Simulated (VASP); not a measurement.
As: single point with LDA

The system is As.

```xyz
2
Lattice="1.8800 1.0854 3.3277 -1.8800 1.0854 3.3277 0.0000 -2.1708 3.3277" Properties=species:S:1:pos:R:3 pbc="T T T"
As    0.0000    0.0000    7.6820
As    0.0000    0.0000    2.3009
```

- Program: VASP 6.6.1
- Task: single point
- Functional: LDA
- Potentials or basis: VASP PAW LDA potentials, release 64 (As)
- Cutoff: 500 eV
- k mesh: 2 × 2 × 2
- Occupations: fermi-dirac, width 0.1 eV
- Spin: no spin polarisation
- Dipole correction: no
- Further INCAR settings: ALGO = Normal; EDIFF = 1e-06; NBANDS = 12

```
Pressure               : 13.2 GPa
Largest force          : 2.886 eV/Å
Band gap on the k mesh : 0.14 eV, direct
```

Forces in eV/Å, atoms in the order of the input:
```
As   0.000  0.000  2.886
As   0.000  0.000 -2.886
```

Stress tensor (GPa, compression positive):
```
14.27  0.00  0.00
 0.00 14.27  0.00
 0.00  0.00 10.96
```

Levels at points of the mesh, in eV from the valence-band top:
```tsv
k point	band 2	band 3	band 4	band 5	band 6	band 7	band 8	band 9
(0.00, 0.00, 0.00)	-5.08	-2.05	-1.65	-1.65	2.75	3.60	3.60	6.74
(0.50, 0.00, 0.00)	-11.03	-2.08	-2.00	0.00	0.14	0.54	1.09	9.79
(0.50, 0.50, 0.00)	-9.04	-6.24	-4.15	-3.97	1.92	6.22	7.15	8.31
(0.50, 0.50, 0.50)	-10.30	-1.24	-1.24	-0.03	0.63	0.63	1.77	8.93
```

Run time: 6.2 s on 1 thread of Intel(R) Xeon(R) Platinum 8375C CPU @ 2.90GHz (Ice Lake), with other jobs on the host, peak memory 0.14 GiB.

Caveat: the k points lie up to 1.01 Å⁻¹ apart; forces of over 1 eV/Å act on the atoms, so gaps and moduli don't describe the material at rest. A k mesh can miss the band edges.
